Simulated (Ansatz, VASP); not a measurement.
# SiO2 in VASP and in Ansatz

```
CELL_PARAMETERS angstrom
-2.47439 2.47439 3.65893
2.47439 -2.47439 3.65893
2.47439 2.47439 -3.65893
ATOMIC_POSITIONS crystal
Si 0.00000 0.00000 0.00000
Si 0.75000 0.25000 0.50000
O 0.37500 0.22246 0.34746
O 0.97246 0.62500 0.84746
O 0.77754 0.12500 0.15254
O 0.87500 0.02754 0.65254
```

Alike in both runs: functional r2SCAN; k mesh 6 × 6 × 6; occupations gaussian, width 0.02 eV; no spin polarisation.

Ansatz relaxed the structure, and its values are those at the end. VASP's run is a single point on that final structure, the one shown.

```csv
,VASP,Ansatz
version,VASP 6.6.1,Ansatz 0.2.0
potentials or method,"VASP PAW PBE potentials, release 64 (Si, O), cutoff 520 eV","scalar-relativistic, plane waves, PAW"
valence electrons in the cell,32,32
```

```tsv
	VASP	Ansatz	Ansatz less VASP
gap on the k mesh at the Fermi level (eV)	6.55	6.55	+0.002
least direct gap on the mesh (eV)	6.55	6.55	+0.002
pressure (GPa)	0.2	0.0	-0.18
```

VASP's potentials were made for PBE, not for r2SCAN.
